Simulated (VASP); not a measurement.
# Ti3Al (Fm-3m) in VASP: notebook

The runs below take Ti3Al through single point, with PBEsol.

All numbers are computed with VASP 6.6.1; they aren't measurements. Logs are shortened: lines on timing, memory, paths and dates and some standing lists are left out, and cuts for length are marked.

## 1. The cell of the first run

It takes space group Fm-3m (No. 225, cubic). The conventional cell has a = 5.955 Å, b = 5.955 Å, c = 5.955 Å, α = 90.00°, β = 90.00°, γ = 90.00°. Ti (site symmetry -43m) has 10 Ti at 2.58 to 2.98 Å and 4 Al at 2.58 Å within 3.4 Å. Ti (site symmetry m-3m) has 8 Ti at 2.58 Å and 6 Al at 2.98 Å within 3.4 Å. Within 3.4 Å of Al (site symmetry m-3m) lie 14 Ti at 2.58 to 2.98 Å.

## 2. Single point, PBEsol, collinear spin, ferromagnetic start

File INCAR:

```
PREC = Accurate ; ENCUT = 520
EDIFF = 1E-6 ; ISMEAR = 0
SIGMA = 0.15 ; LREAL = F
LASPH = T ; NELM = 150
ALGO = Normal ; ISIF = 2
LWAVE = F ; LCHARG = F
ISPIN = 2 ; MAGMOM = 0.3 0.3 0.3 0
LORBIT = 11 ; NUPDOWN = 0.9
LMAXMIX = 4 ; GGA = PS
NBANDS = 32
```

File KPOINTS:

```
regular mesh
0
Gamma
  12 12 12
```

File POSCAR:

```
Ti3Al
1.0
    0.0000000000      2.9776862962      2.9776862962
    2.9776862962      0.0000000000      2.9776862962
    2.9776862962      2.9776862962      0.0000000000
Ti Al
3 1
Direct
    0.7500000000      0.7500000000      0.7500000000
    0.2500000000      0.2500000000      0.2500000000
    0.0000000000      0.0000000000      0.0000000000
    0.5000000000      0.5000000000      0.5000000000
```

Potentials or basis: VASP PAW PBE potentials, release 64 (Ti_sv, Al).

Run with:

```
> cat potpaw_PBE.64/Ti_sv/POTCAR potpaw_PBE.64/Al/POTCAR > POTCAR
> mpirun -np 1 vasp_std > vasp.out
```

OUTCAR:

```text
PREC = Accurate
   ENCUT = 520
   EDIFF = 1E-6
   ISMEAR = 0
   LREAL = F
   LASPH = T
   NELM = 150
   ISIF = 2
   ISPIN = 2
   LORBIT = 11
   NUPDOWN = 0.9
   GGA = PS

 ion  position               nearest neighbor table
   1  0.750  0.750  0.750-   4 2.58   4 2.58   4 2.58   3 2.58   4 2.58   3 2.58   3 2.58   3 2.58

   2  0.250  0.250  0.250-   3 2.58   3 2.58   3 2.58   3 2.58   4 2.58   4 2.58   4 2.58   4 2.58

   3  0.000  0.000  0.000-   1 2.58   1 2.58   1 2.58   1 2.58   2 2.58   2 2.58   2 2.58   2 2.58
                             4 2.98   4 2.98   4 2.98   4 2.98   4 2.98   4 2.98
   4  0.500  0.500  0.500-   2 2.58   2 2.58   2 2.58   1 2.58   2 2.58   1 2.58   1 2.58   1 2.58
                             3 2.98   3 2.98   3 2.98   3 2.98   3 2.98   3 2.98

  LATTYP: Found a face centered cubic cell.
 ALAT       =     5.9553725924

  Lattice vectors:

 A1 = (   0.0000000000,   2.9776862962,   2.9776862962)
 A2 = (   2.9776862962,   0.0000000000,   2.9776862962)
 A3 = (   2.9776862962,   2.9776862962,   0.0000000000)

Analysis of symmetry for initial positions (statically):
=====================================================================
 Subroutine PRICEL returns:
 Original cell was already a primitive cell.

 Routine SETGRP: Setting up the symmetry group for a
 face centered cubic supercell.

 Subroutine GETGRP returns: Found 48 space group operations
 (whereof 48 operations were pure point group operations)
 out of a pool of 48 trial point group operations.

The static configuration has the point symmetry O_h .

Analysis of symmetry for dynamics (positions and initial velocities):
=====================================================================
 Subroutine PRICEL returns:
 Original cell was already a primitive cell.

 Routine SETGRP: Setting up the symmetry group for a
 face centered cubic supercell.

 Subroutine GETGRP returns: Found 48 space group operations
 (whereof 48 operations were pure point group operations)
 out of a pool of 48 trial point group operations.

The dynamic configuration has the point symmetry O_h .

Analysis of structural, dynamic, and magnetic symmetry:
=====================================================================
 Subroutine PRICEL returns:
 Original cell was already a primitive cell.

 Routine SETGRP: Setting up the symmetry group for a
 face centered cubic supercell.

 Subroutine GETGRP returns: Found 48 space group operations
 (whereof 48 operations were pure point group operations)
 out of a pool of 48 trial point group operations.

The overall configuration has the point symmetry O_h .

 Subroutine INISYM returns: Found 48 space group operations
 (whereof 48 operations are pure point group operations),
 and found     1 'primitive' translations

----------------------------------------------------------------------------------------

                                     Primitive cell

  volume of cell :      52.8040

  direct lattice vectors                    reciprocal lattice vectors
     0.000000000  2.977686296  2.977686296    -0.167915606  0.167915606  0.167915606
     2.977686296  0.000000000  2.977686296     0.167915606 -0.167915606  0.167915606
     2.977686296  2.977686296  0.000000000     0.167915606  0.167915606 -0.167915606

  length of vectors
     4.211084345  4.211084345  4.211084345     0.290838362  0.290838362  0.290838362

  position of ions in fractional coordinates (direct lattice)
     0.750000000  0.750000000  0.750000000
     0.250000000  0.250000000  0.250000000
     0.000000000  0.000000000  0.000000000
     0.500000000  0.500000000  0.500000000

  ion indices of the primitive-cell ions
   primitive index   ion index
                 1           1
                 2           2
                 3           3
                 4           4

----------------------------------------------------------------------------------------

 KPOINTS: regular mesh

Automatic generation of k-mesh.
 Grid dimensions read from file:
 generate k-points for:   12   12   12

 Generating k-lattice:

  Cartesian coordinates                     Fractional coordinates (reciprocal lattice)
    -0.013992967  0.013992967  0.013992967     0.083333333  0.000000000  0.000000000
     0.013992967 -0.013992967  0.013992967     0.000000000  0.083333333  0.000000000
     0.013992967  0.013992967 -0.013992967     0.000000000  0.000000000  0.083333333

  Length of vectors
     0.024236530  0.024236530  0.024236530

  Shift w.r.t. Gamma in fractional coordinates (k-lattice)
     0.000000000  0.000000000  0.000000000

 Subroutine IBZKPT returns following result:
 ===========================================

 Found     72 irreducible k-points:

 Following reciprocal coordinates:
            Coordinates               Weight
  0.000000  0.000000  0.000000      1.000000
  0.083333  0.000000  0.000000      8.000000
  0.166667  0.000000  0.000000      8.000000
  0.250000  0.000000  0.000000      8.000000
  0.333333  0.000000  0.000000      8.000000
  0.416667  0.000000  0.000000      8.000000
[... 16 lines left out ...]
  0.500000  0.166667  0.000000     24.000000
 -0.416667  0.166667  0.000000     24.000000
 [... further k-points ...]
   k-points           NKPTS =     72   k-points in BZ     NKDIM =     72   number of bands    NBANDS=     32
   number of dos      NEDOS =    301   number of ions     NIONS =      4
   total plane-waves  NPLWV =  32768
   dimension x,y,z NGX =    32 NGY =   32 NGZ =   32
   dimension x,y,z NGXF=    64 NGYF=   64 NGZF=   64
   ions per type =               3   1
   NGX,Y,Z   is equivalent  to a cutoff of  12.63, 12.63, 12.63 a.u.
   NGXF,Y,Z  is equivalent  to a cutoff of  25.27, 25.27, 25.27 a.u.
 SYSTEM =  unknown system
   PREC   = accura    normal or accurate (medium, high low for compatibility)
   ISTART =      0    job   : 0-new  1-cont  2-samecut
   ICHARG =      2    charge: 1-file 2-atom 10-const
   ISPIN  =      2    spin polarized calculation?
   LNONCOLLINEAR =      F non collinear calculations
   LSORBIT =      F    spin-orbit coupling
   LASPH  =      T    aspherical Exc in radial PAW
   ENCUT  =  520.0 eV  38.22 Ry    6.18 a.u.   7.83  7.83  7.83*2*pi/ulx,y,z
   NELM   =    150;   NELMIN=  2; NELMDL= -5     # of ELM steps
   EDIFF  = 0.1E-05   stopping-criterion for ELM
   LREAL  =      F    real-space projection
   EDIFFG = 0.1E-04   stopping-criterion for IOM
   NSW    =      0    number of steps for IOM
   IBRION =     -1    ionic relax: 0-MD 1-quasi-New 2-CG
   NFREE  =      0    steps in history (QN), initial steepest desc. (CG)
   ISIF   =      2    stress and relaxation
   ISYM   =      2    0-nonsym 1-usesym 2-fastsym
   POTIM  = 0.5000    time-step for ionic-motion
   TEBEG  =    0.0;   TEEND  =   0.0 temperature during run
   PSTRESS=    0.0 pullay stress
   NELECT =      39.0000    total number of electrons
   NUPDOWN=       0.9000    fix difference up-down
   EMIN   =  10.00;   EMAX   =-10.00  energy-range for DOS
   EFERMI =   0.00;   METHOD = LEGACY
   ISMEAR =     0;   SIGMA  =   0.15  broadening in eV -4-tet -1-fermi 0-gaus
   EFERMI_NEDOS =   21; number of points for ismear=-14 and -15
   IALGO  =     38    algorithm
   IMIX   =      4    mixing-type and parameters
     AMIX     =   0.40;   BMIX     =  1.00
     AMIX_MAG =   1.60;   BMIX_MAG =  1.00
  volume/ion in A,a.u.               =      13.20        89.08
  Fermi-wavevector in a.u.,A,eV,Ry     =   1.479815  2.796445 29.794751  2.189852
  Thomas-Fermi vector in A             =   2.593926
   LORBIT       =     11    0 simple, 1 ext, 2 COOP (PROOUT), +10 PAW based schemes
   GGA     = PS    functional components
   LHFCALC =     F    Hartree Fock is set to
   AEXX    =    0.0000 exact exchange contribution
   IVDW    =     0    specifies the selected vdW correction
   LEPSILON=     F    determine dielectric tensor
   LRPA    =     F    only Hartree local field effects (RPA)
 spin polarized calculation
 Gauss-broadening in eV      SIGMA  =   0.15
  energy-cutoff  :      520.00
  volume of cell :       52.80
 maximum number of plane-waves:      1435
   NGX = 15   NGY = 15   NGZ = 15

 number of electron      39.0000013 magnetization       0.9000000

 Free energy of the ion-electron system (eV)
  ---------------------------------------------------
  ext. energy  EPLUGINS =         0.00000000
  ---------------------------------------------------
  free energy    TOTEN  =       -28.62952975 eV

  energy without entropy =      -28.57388445  energy(sigma->0) =      -28.60170710

 E-fermi :  10.7120     XC(G=0): -12.5413

 val. band max:       10.7287457010   @ k =   0.4167   0.0833   0.0000
 cond. band min:      10.7327704244   @ k =  -0.2500   0.2500   0.0000
 fundamental gap:      0.0040247235
 Fermi energy:        10.7373712695

 spin component 1

 k-point     1 :       0.0000    0.0000    0.0000
  band No.  band energies     occupation
      1     -45.2853      1.00000
      2     -44.9911      1.00000
      3     -44.8231      1.00000
      4     -21.7907      1.00000
      5     -21.7907      1.00000
      6     -21.7907      1.00000
[... 23 lines left out ...]
     30      18.0997      0.00000
     31      18.0997      0.00000

 k-point     2 :       0.0833    0.0000    0.0000
  band No.  band energies     occupation
      1     -45.2787      1.00000
      2     -44.9929      1.00000
      3     -44.8282      1.00000
      4     -21.8244      1.00000
      5     -21.8084      1.00000
      6     -21.8084      1.00000
[... 23 lines left out ...]
     30      18.1583      0.00000
     31      18.1583      0.00000

 k-point     3 :       0.1667    0.0000    0.0000
  band No.  band energies     occupation
      1     -45.2597      1.00000
      2     -44.9981      1.00000
      3     -44.8427      1.00000
      4     -21.8714      1.00000
      5     -21.8460      1.00000
      6     -21.8460      1.00000
[... 703 lines left out ...]
     30      16.6026      0.00000
     31      16.8338      0.00000

 k-point    24 :      -0.4167    0.1667    0.0000
  band No.  band energies     occupation
      1     -45.1271      1.00000
      2     -45.0426      1.00000
      3     -44.9337      1.00000
      4     -21.9829      1.00000
      5     -21.9768      1.00000
      6     -21.8780      1.00000
[... 23 lines left out ...]
     30      16.6275      0.00000
     31      16.8706      0.00000

 [... further k-points ...]

 spin component 2

 k-point     1 :       0.0000    0.0000    0.0000
  band No.  band energies     occupation
      1     -45.1033      1.00000
      2     -44.8979      1.00000
      3     -44.5036      1.00000
      4     -21.5411      1.00000
      5     -21.5411      1.00000
      6     -21.5411      1.00000
[... 23 lines left out ...]
     30      18.2278      0.00000
     31      18.2278      0.00000

 k-point     2 :       0.0833    0.0000    0.0000
  band No.  band energies     occupation
      1     -45.0976      1.00000
      2     -44.8997      1.00000
      3     -44.5078      1.00000
      4     -21.6121      1.00000
      5     -21.5795      1.00000
      6     -21.5795      1.00000
[... 23 lines left out ...]
     30      18.2869      0.00000
     31      18.2869      0.00000

 k-point     3 :       0.1667    0.0000    0.0000
  band No.  band energies     occupation
      1     -45.0815      1.00000
      2     -44.9049      1.00000
      3     -44.5194      1.00000
      4     -21.6663      1.00000
      5     -21.6222      1.00000
      6     -21.6222      1.00000
[... 703 lines left out ...]
     30      16.7471      0.00000
     31      16.9893      0.00000

 k-point    24 :      -0.4167    0.1667    0.0000
  band No.  band energies     occupation
      1     -44.9755      1.00000
      2     -44.9489      1.00000
      3     -44.5841      1.00000
      4     -21.7677      1.00000
      5     -21.7590      1.00000
      6     -21.6525      1.00000
[... 23 lines left out ...]
     30      16.7794      0.00000
     31      17.0099      0.00000

 [... further k-points ...]

 [bands above 31 left out]

------------------------ aborting loop because EDIFF is reached ----------------------------------------

  FORCE on cell =-STRESS in cart. coord.  units (eV):
  Direction    XX          YY          ZZ          XY          YZ          ZX
  --------------------------------------------------------------------------------------
  -------------------------------------------------------------------------------------
  Total       11.4619963     11.4619963     11.4619963     -0.0000000     -0.0000000      0.0000000
  in kB      347.7795351    347.7795351    347.7795351     -0.0000000     -0.0000000      0.0000000
  external PRESSURE =     347.7795351 kB  Pullay stress =       0.0000000 kB

 VOLUME and BASIS-vectors are now :
 -----------------------------------------------------------------------------
  energy-cutoff  :      520.00
  volume of cell :       52.80
      direct lattice vectors                 reciprocal lattice vectors
     0.000000000  2.977686296  2.977686296    -0.167915606  0.167915606  0.167915606
     2.977686296  0.000000000  2.977686296     0.167915606 -0.167915606  0.167915606
     2.977686296  2.977686296  0.000000000     0.167915606  0.167915606 -0.167915606

 POSITION                                       TOTAL-FORCE (eV/Angst)
 -----------------------------------------------------------------------------------
      4.46653      4.46653      4.46653        -0.000000     -0.000000     -0.000000
      1.48884      1.48884      1.48884         0.000000      0.000000      0.000000
      0.00000      0.00000      0.00000         0.000000      0.000000      0.000000
      2.97769      2.97769      2.97769         0.000000      0.000000      0.000000
 -----------------------------------------------------------------------------------
    total drift:                               -0.000000     -0.000000      0.000000

  FREE ENERGIE OF THE ION-ELECTRON SYSTEM (eV)
  ---------------------------------------------------
  free  energy   TOTEN  =       -28.6295297537 eV

  energy  without entropy=      -28.5738844486  energy(sigma->0) =      -28.60170710

 total charge

# of ion       s       p       d       tot
------------------------------------------
    1        2.266   6.187   2.146  10.599
    2        2.266   6.187   2.146  10.599
    3        2.315   6.134   2.214  10.663
    4        0.443   0.522   0.000   0.965
--------------------------------------------------
tot          7.289  19.030   6.506  32.825

 magnetization (x)

# of ion       s       p       d       tot
------------------------------------------
    1        0.001   0.024   0.093   0.119
    2        0.001   0.024   0.093   0.119
    3        0.006   0.016   0.462   0.483
    4       -0.002  -0.002   0.000  -0.004
--------------------------------------------------
tot          0.006   0.063   0.648   0.717
```

Wall time 77 s (1 thread of Intel Xeon 6975P-C (Granite Rapids), shared host); peak memory 0.32 GiB.

Results:

```
Free energy                                           : -28.6295 eV
Pressure                                              : 34.8 GPa
Net moment                                            : 0.90 μB per cell
Site moments                                          : Ti +0.12, +0.48; Al -0.00 μB
Valence electrons inside the program's atomic spheres : Ti 10.60, 10.66; Al 0.96
```

Caveat: the PAW data sets were made with another functional, which shifts forces and pressure a little; the total moment is fixed, so each spin has its own Fermi level.

[end of part 1 of 3]
